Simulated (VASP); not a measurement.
Write the native input for VASP 6.6.1 that does the following.

| Property | Result |
| --- | --- |
| Task | single point |
| Functional | LDA |
| Potentials or basis | VASP PAW LDA potentials, release 64 (P) |
| Cutoff | 520 eV |
| k mesh | 9 × 9 × 14 |
| Occupations | fermi-dirac, width 0.1 eV |
| Spin | no spin polarisation |
| Dipole correction | no |
| Further INCAR settings | ALGO = Normal; EDIFF = 1e-06; NBANDS = 14 |

The structure of P lies in POSCAR:

```
P
1.0
    4.3787265793      0.0000000000      0.0000000000
   -2.1893632897      3.7920884539      0.0000000000
    0.0000000000      0.0000000000      2.4770099925
P
3
Direct
    0.0000000000      0.0000000000      0.0000000000
    0.3333333333      0.6666666667      0.5000000000
    0.6666666667      0.3333333333      0.5000000000
```

One way to write it, as run:

INCAR

```
SYSTEM = P
  ALGO = Normal
  EDIFF = 1E-6
  ENCUT = 520
  GGA = CA
  ISIF = 2
  ISMEAR = -1
  LASPH = .True.
  LCHARG = .True.
  LELF = .True.
  LREAL = .False.
  LVHAR = .True.
  LWAVE = .False.
  NBANDS = 14
  NELM = 100
  PREC = Accurate
  SIGMA = 0.1
```

KPOINTS

```
k-points
0
Gamma
  9 9 14
  0 0 0
```

Potentials or basis: VASP PAW LDA potentials, release 64 (P).

Run with:

```bash
$ cat potpaw_LDA.64/P/POTCAR > POTCAR
$ mpirun -np 1 vasp_std > vasp.out
```

It gave:

* Pressure: -0.1 GPa

It took 42 s on 1 thread of Intel(R) Xeon(R) Platinum 8375C CPU @ 2.90GHz (Ice Lake), on a shared host, peak memory 0.16 GiB.
